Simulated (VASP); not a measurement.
# C: relaxation of the atoms with PBE+D3(BJ)

C, a slab with vacuum:

```
CELL_PARAMETERS angstrom
2.46494 0.00000 0.00000
1.23248 2.13469 0.00000
0.00000 0.00000 23.74866
ATOMIC_POSITIONS crystal
C 0.16562 0.16562 0.35791
C 0.49896 0.49896 0.35795
C 0.49791 0.49791 0.49998
C 0.83125 0.83125 0.50002
C 0.83020 0.83020 0.64205
C 0.16354 0.16354 0.64209
```

```json
{
  "Program": "VASP 6.6.1",
  "Task": "relaxation of the atoms",
  "Functional": "PBE",
  "Dispersion": "D3(BJ)",
  "Potentials or basis": "VASP PAW PBE potentials, release 64 (C)",
  "Cutoff": "520 eV",
  "k mesh": "12 × 12 × 1",
  "Occupations": "gaussian, width 0.05 eV",
  "Spin": "no spin polarisation",
  "Dipole correction": "yes",
  "Atoms held fixed (from 0)": "[0, 1]",
  "Further INCAR settings": "ALGO = Normal; EDIFF = 1e-06; IBRION = 2; EDIFFG = -0.03; NSW = 90"
}
```

| Quantity | Value |
| --- | --- |
| Dispersion energy per atom | -0.131 eV |

Final structure:
```xyz
6
Lattice="2.4649 0.0000 0.0000 1.2325 2.1347 0.0000 0.0000 0.0000 23.7487" Properties=species:S:1:pos:R:3 pbc="T T T"
C     0.6124    0.3536    8.5000
C     1.8449    1.0651    8.5008
C     1.8410    1.0629   11.8739
C     3.0735    1.7745   11.8747
C     3.0696    1.7722   15.2479
C     0.6047    0.3491   15.2487
```

It took 3.5 min on 1 thread of Oxide Virtual Turin-like Processor, with other jobs on the host, peak memory 0.22 GiB.

Caveat: the relaxation stopped at its first step, so nothing moved.
